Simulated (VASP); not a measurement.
Input of a VASP 6.6.1 run:

File INCAR:

```
SYSTEM = MnO
PREC = Accurate
ENCUT = 520
EDIFF = 1E-6
ISMEAR = 0
SIGMA = 0.1
LREAL = .FALSE.
LASPH = .TRUE.
NELM = 150
ALGO = Normal
ISIF = 2
LWAVE = .FALSE.
LCHARG = .FALSE.
ISPIN = 2
MAGMOM = 4.08 0.22
LORBIT = 11
LMAXMIX = 4
GGA = PE
NBANDS = 20
```

File KPOINTS:

```
Automatic mesh
0
G
  18 18 18
  0 0 0
```

Contents of POSCAR:

```
MnO
1.0
    0.0000000000      2.0746890639      2.0746890639
    2.0746890639      0.0000000000      2.0746890639
    2.0746890639      2.0746890639      0.0000000000
Mn O
1 1
Direct
    0.0000000000      0.0000000000      0.0000000000
    0.5000000000      0.5000000000      0.5000000000
```

Potentials or basis: VASP PAW PBE potentials, release 64 (Mn_pv, O).

Launch:

```bash
$ cat potpaw_PBE.64/Mn_pv/POTCAR potpaw_PBE.64/O/POTCAR > POTCAR
$ mpirun -np 1 vasp_std > vasp.out
```

(1) Predict the net moment.

(2) What does it give for the pressure?

Results:

(1) 3.98 μB per cell.

(2) 30.8 GPa.

Caveat: the cell stands under pressure; a cell with one magnetic atom can't hold antiferromagnetic order, which such compounds often take.
